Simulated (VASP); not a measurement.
# BiTe in VASP: single point with PBEsol

Aim: the single point of BiTe with PBEsol.

All numbers are computed with VASP 6.6.1; they aren't measurements. Logs are shortened: lines on timing, memory, paths and dates and some standing lists are left out, and cuts for length are marked.

### Step 1. The cell of the first run

The cell holds a wire with vacuum, 4 atoms: a = 12.000 Å, b = 9.300 Å, c = 6.102 Å, α = 90.00°, β = 90.00°, γ = 90.00°.

### Step 2. Single point, PBEsol, collinear spin, ferromagnetic start

Contents of INCAR:

```
PREC     = Accurate       # precision mode
ENCUT    = 520            # plane-wave cutoff, eV
EDIFF    = 1E-7           # SCF threshold, eV
ISMEAR   = 0              # smearing method
SIGMA    = 0.05           # smearing width, eV
LREAL    = False          # projectors in reciprocal space
LASPH    = True           # aspherical terms in the spheres
NELM     = 150            # most SCF steps
ALGO     = Normal         # electronic algorithm
ISIF     = 2              # what is computed and relaxed
LWAVE    = False          # write WAVECAR
LCHARG   = False          # write CHGCAR
ISPIN    = 2              # spin polarisation
MAGMOM   = 0.5 0.5 0.5 0.5 # initial moments
LORBIT   = 11             # projections on sites
GGA      = PS             # functional
NBANDS   = 33             # bands
```

Contents of KPOINTS:

```
Automatic mesh
0
Gamma
  1 1 11
```

Contents of POSCAR:

```
BiTe
1.0
   12.0000000000      0.0000000000      0.0000000000
    0.0000000000      9.3000000000      0.0000000000
    0.0000000000      0.0000000000      6.1016548604
Bi Te
2 2
Direct
    0.3706294689      0.5000000000      0.0000000000
    0.6293705311      0.5000000000      0.5000000000
    0.3988489417      0.5000000000      0.5000000000
    0.6011510583      0.5000000000      0.0000000000
```

Potentials or basis: VASP PAW PBE potentials, release 64 (Bi_d, Te).

Started as:

```sh
> cat potpaw_PBE.64/Bi_d/POTCAR potpaw_PBE.64/Te/POTCAR > POTCAR
> mpirun -np 1 vasp_std > vasp.out
```

OUTCAR:

```text
PREC = Accurate
   ENCUT = 520
   EDIFF = 1E-7
   ISMEAR = 0
   LREAL = False
   LASPH = True
   NELM = 150
   ISIF = 2
   ISPIN = 2
   LORBIT = 11
   GGA = PS

 ion  position               nearest neighbor table
   1  0.371  0.500  0.000-   4 2.77   3 3.07   3 3.07
   2  0.629  0.500  0.500-   3 2.77   4 3.07   4 3.07
   3  0.399  0.500  0.500-   2 2.77   1 3.07   1 3.07
   4  0.601  0.500  0.000-   1 2.77   2 3.07   2 3.07

  LATTYP: Found a simple orthorhombic cell.
 ALAT       =     6.1016548604
 B/A-ratio  =     1.5241766722
 C/A-ratio  =     1.9666795770

  Lattice vectors:

 A1 = (   0.0000000000,   0.0000000000,  -6.1016548604)
 A2 = (   0.0000000000,   9.3000000000,   0.0000000000)
 A3 = (  12.0000000000,   0.0000000000,   0.0000000000)

Analysis of symmetry for initial positions (statically):
=====================================================================
 Subroutine PRICEL returns:
 Original cell was already a primitive cell.

 Routine SETGRP: Setting up the symmetry group for a
 simple orthorhombic supercell.

 Subroutine GETGRP returns: Found  8 space group operations
 (whereof  4 operations were pure point group operations)
 out of a pool of  8 trial point group operations.

The static configuration has the point symmetry C_2v.
 The point group associated with its full space group is D_2h.

Analysis of symmetry for dynamics (positions and initial velocities):
=====================================================================
 Subroutine PRICEL returns:
 Original cell was already a primitive cell.

 Routine SETGRP: Setting up the symmetry group for a
 simple orthorhombic supercell.

 Subroutine GETGRP returns: Found  8 space group operations
 (whereof  4 operations were pure point group operations)
 out of a pool of  8 trial point group operations.

The dynamic configuration has the point symmetry C_2v.
 The point group associated with its full space group is D_2h.

Analysis of structural, dynamic, and magnetic symmetry:
=====================================================================
 Subroutine PRICEL returns:
 Original cell was already a primitive cell.

 Routine SETGRP: Setting up the symmetry group for a
 simple orthorhombic supercell.

 Subroutine GETGRP returns: Found  8 space group operations
 (whereof  4 operations were pure point group operations)
 out of a pool of  8 trial point group operations.

The overall configuration has the point symmetry C_2v.
 The point group associated with its full space group is D_2h.

 Subroutine INISYM returns: Found  8 space group operations
 (whereof  4 operations are pure point group operations),
 and found     1 'primitive' translations

----------------------------------------------------------------------------------------

                                     Primitive cell

  volume of cell :     680.9447

  direct lattice vectors                    reciprocal lattice vectors
    12.000000000  0.000000000  0.000000000     0.083333333  0.000000000  0.000000000
     0.000000000  9.300000000  0.000000000     0.000000000  0.107526882  0.000000000
     0.000000000  0.000000000  6.101654860     0.000000000  0.000000000  0.163889965

  length of vectors
    12.000000000  9.300000000  6.101654860     0.083333333  0.107526882  0.163889965

  position of ions in fractional coordinates (direct lattice)
     0.370629469  0.500000000  0.000000000
     0.629370531  0.500000000  0.500000000
     0.398848942  0.500000000  0.500000000
     0.601151058  0.500000000  0.000000000

  ion indices of the primitive-cell ions
   primitive index   ion index
                 1           1
                 2           2
                 3           3
                 4           4

----------------------------------------------------------------------------------------

 KPOINTS: Automatic mesh

Automatic generation of k-mesh.
 Grid dimensions read from file:
 generate k-points for:    1    1   11

 Generating k-lattice:

  Cartesian coordinates                     Fractional coordinates (reciprocal lattice)
     0.083333333  0.000000000  0.000000000     1.000000000  0.000000000  0.000000000
     0.000000000  0.107526882  0.000000000     0.000000000  1.000000000  0.000000000
     0.000000000  0.000000000  0.014899088     0.000000000  0.000000000  0.090909091

  Length of vectors
     0.083333333  0.107526882  0.014899088

  Shift w.r.t. Gamma in fractional coordinates (k-lattice)
     0.000000000  0.000000000  0.000000000

 Subroutine IBZKPT returns following result:
 ===========================================

 Found      6 irreducible k-points:

 Following reciprocal coordinates:
            Coordinates               Weight
  0.000000  0.000000  0.000000      1.000000
  0.000000  0.000000  0.090909      2.000000
  0.000000  0.000000  0.181818      2.000000
  0.000000  0.000000  0.272727      2.000000
  0.000000  0.000000  0.363636      2.000000
  0.000000  0.000000  0.454545      2.000000
   k-points           NKPTS =      6   k-points in BZ     NKDIM =      6   number of bands    NBANDS=     33
   number of dos      NEDOS =    301   number of ions     NIONS =      4
   total plane-waves  NPLWV = 302400
   dimension x,y,z NGX =    90 NGY =   70 NGZ =   48
   dimension x,y,z NGXF=   180 NGYF=  140 NGZF=   96
   ions per type =               2   2
   NGX,Y,Z   is equivalent  to a cutoff of  12.47, 12.51, 13.08 a.u.
   NGXF,Y,Z  is equivalent  to a cutoff of  24.94, 25.03, 26.16 a.u.
 SYSTEM =  unknown system
   PREC   = accura    normal or accurate (medium, high low for compatibility)
   ISTART =      0    job   : 0-new  1-cont  2-samecut
   ICHARG =      2    charge: 1-file 2-atom 10-const
   ISPIN  =      2    spin polarized calculation?
   LNONCOLLINEAR =      F non collinear calculations
   LSORBIT =      F    spin-orbit coupling
   LASPH  =      T    aspherical Exc in radial PAW
   ENCUT  =  520.0 eV  38.22 Ry    6.18 a.u.  22.31 17.29 11.35*2*pi/ulx,y,z
   NELM   =    150;   NELMIN=  2; NELMDL= -5     # of ELM steps
   EDIFF  = 0.1E-06   stopping-criterion for ELM
   LREAL  =      F    real-space projection
   EDIFFG = 0.1E-05   stopping-criterion for IOM
   NSW    =      0    number of steps for IOM
   IBRION =     -1    ionic relax: 0-MD 1-quasi-New 2-CG
   NFREE  =      0    steps in history (QN), initial steepest desc. (CG)
   ISIF   =      2    stress and relaxation
   ISYM   =      2    0-nonsym 1-usesym 2-fastsym
   POTIM  = 0.5000    time-step for ionic-motion
   TEBEG  =    0.0;   TEEND  =   0.0 temperature during run
   PSTRESS=    0.0 pullay stress
   NELECT =      42.0000    total number of electrons
   NUPDOWN=      -1.0000    fix difference up-down
   EMIN   =  10.00;   EMAX   =-10.00  energy-range for DOS
   EFERMI =   0.00;   METHOD = LEGACY
   ISMEAR =     0;   SIGMA  =   0.05  broadening in eV -4-tet -1-fermi 0-gaus
   EFERMI_NEDOS =   21; number of points for ismear=-14 and -15
   IALGO  =     38    algorithm
   IMIX   =      4    mixing-type and parameters
     AMIX     =   0.40;   BMIX     =  1.00
     AMIX_MAG =   1.60;   BMIX_MAG =  1.00
  volume/ion in A,a.u.               =     170.24      1148.81
  Fermi-wavevector in a.u.,A,eV,Ry     =   0.646826  1.222323  5.692454  0.418384
  Thomas-Fermi vector in A             =   1.714935
   LORBIT       =     11    0 simple, 1 ext, 2 COOP (PROOUT), +10 PAW based schemes
   GGA     = PS    functional components
   LHFCALC =     F    Hartree Fock is set to
   AEXX    =    0.0000 exact exchange contribution
   IVDW    =     0    specifies the selected vdW correction
   LEPSILON=     F    determine dielectric tensor
   LRPA    =     F    only Hartree local field effects (RPA)
 spin polarized calculation
 Gauss-broadening in eV      SIGMA  =   0.05
  energy-cutoff  :      520.00
  volume of cell :      680.94
 maximum number of plane-waves:     18391
 NGX is ok and might be reduce to    90
   NGX = 45   NGY = 35   NGZ = 23

 number of electron      42.0000008 magnetization      -0.0000096

 number of electron      42.0000008 magnetization       0.0000102

 Free energy of the ion-electron system (eV)
  ---------------------------------------------------
  ext. energy  EPLUGINS =         0.00000000
  ---------------------------------------------------
  free energy    TOTEN  =       -13.86873878 eV

  energy without entropy =      -13.86873087  energy(sigma->0) =      -13.86873483

 E-fermi :  -2.2142     XC(G=0):  -2.9081

 val. band max:       -2.3480855042   @ k =   0.0000   0.0000   0.4545
 cond. band min:      -2.0803389625   @ k =   0.0000   0.0000   0.4545
 fundamental gap:      0.2677465417
 Fermi energy:        -2.2142070305

 spin component 1

 k-point     1 :       0.0000    0.0000    0.0000
  band No.  band energies     occupation
      1     -25.1849      1.00000
      2     -25.1643      1.00000
      3     -25.1436      1.00000
      4     -25.1291      1.00000
      5     -25.0100      1.00000
      6     -25.0082      1.00000
[... 205 lines left out ...]
     32       3.2266      0.00000
     33       3.5279      0.00000
 Fermi energy:        -2.2142070305

 spin component 2

 k-point     1 :       0.0000    0.0000    0.0000
  band No.  band energies     occupation
      1     -25.1849      1.00000
      2     -25.1643      1.00000
      3     -25.1436      1.00000
      4     -25.1291      1.00000
      5     -25.0100      1.00000
      6     -25.0082      1.00000
[... 205 lines left out ...]
     32       3.2266      0.00000
     33       3.5578      0.00000

------------------------ aborting loop because EDIFF is reached ----------------------------------------

  FORCE on cell =-STRESS in cart. coord.  units (eV):
  Direction    XX          YY          ZZ          XY          YZ          ZX
  --------------------------------------------------------------------------------------
  -------------------------------------------------------------------------------------
  Total        0.0166494      0.0913830     -0.0164079      0.0000000      0.0000000      0.0000000
  in kB        0.0391740      0.2150126     -0.0386056      0.0000000      0.0000000      0.0000000
  external PRESSURE =       0.0718603 kB  Pullay stress =       0.0000000 kB

 VOLUME and BASIS-vectors are now :
 -----------------------------------------------------------------------------
  energy-cutoff  :      520.00
  volume of cell :      680.94
      direct lattice vectors                 reciprocal lattice vectors
    12.000000000  0.000000000  0.000000000     0.083333333  0.000000000  0.000000000
     0.000000000  9.300000000  0.000000000     0.000000000  0.107526882  0.000000000
     0.000000000  0.000000000  6.101654860     0.000000000  0.000000000  0.163889965

 POSITION                                       TOTAL-FORCE (eV/Angst)
 -----------------------------------------------------------------------------------
      4.44755      4.65000      0.00000        -0.013071      0.000000      0.000000
      7.55245      4.65000      3.05083         0.013071      0.000000      0.000000
      4.78619      4.65000      3.05083        -0.008312      0.000000      0.000000
      7.21381      4.65000      0.00000         0.008312      0.000000      0.000000
 -----------------------------------------------------------------------------------
    total drift:                               -0.000000      0.000000      0.000000

  FREE ENERGIE OF THE ION-ELECTRON SYSTEM (eV)
  ---------------------------------------------------
  free  energy   TOTEN  =       -13.8687387815 eV

  energy  without entropy=      -13.8687308748  energy(sigma->0) =      -13.86873483

 total charge

# of ion       s       p       d       tot
------------------------------------------
    1        1.541   1.295   9.921  12.756
    2        1.541   1.295   9.921  12.756
    3        1.384   1.957   0.026   3.367
    4        1.384   1.957   0.026   3.367
--------------------------------------------------
tot          5.849   6.504  19.894  32.246

 magnetization (x)

# of ion       s       p       d       tot
------------------------------------------
    1       -0.000  -0.000   0.000  -0.000
    2       -0.000  -0.000   0.000  -0.000
    3        0.000  -0.000  -0.000  -0.000
    4        0.000  -0.000  -0.000  -0.000
--------------------------------------------------
tot         -0.000  -0.000   0.000  -0.000
```

Run time: 9.9 min. Hardware: 1 thread of Intel Xeon 6975P-C, shared host; peak memory 0.96 GiB.

Results:

```
Free energy                                           : -13.8687 eV
Largest force                                         : 0.013 eV/Å
Band gap on the k mesh                                : 0.27 eV, direct
Net moment                                            : 0.00 μB per cell
Valence electrons inside the program's atomic spheres : Bi 12.76; Te 3.37
```

Forces on the atoms (eV/Å):
```
Bi  -0.013  0.000  0.000
Bi   0.013  0.000  0.000
Te  -0.008  0.000  0.000
Te   0.008  0.000  0.000
```

Levels at points of the mesh, in eV from the valence-band top:
Spin up:
```tsv
k point	band 17	band 18	band 19	band 20	band 21	band 22	band 23	band 24	band 25	band 26
(0.00, 0.00, 0.00)	-3.26	-2.69	-1.63	-1.18	-0.05	1.13	1.46	3.24	3.64	4.00
```
Spin down:
```tsv
k point	band 19	band 20	band 21	band 22	band 23	band 24
(0.00, 0.00, 0.00)	-1.63	-1.18	-0.05	1.13	1.46	3.24
```

Caveat: the PAW data sets were made with another functional, which shifts forces and pressure a little; spin-orbit coupling is left out, which moves the levels of the heavy elements.
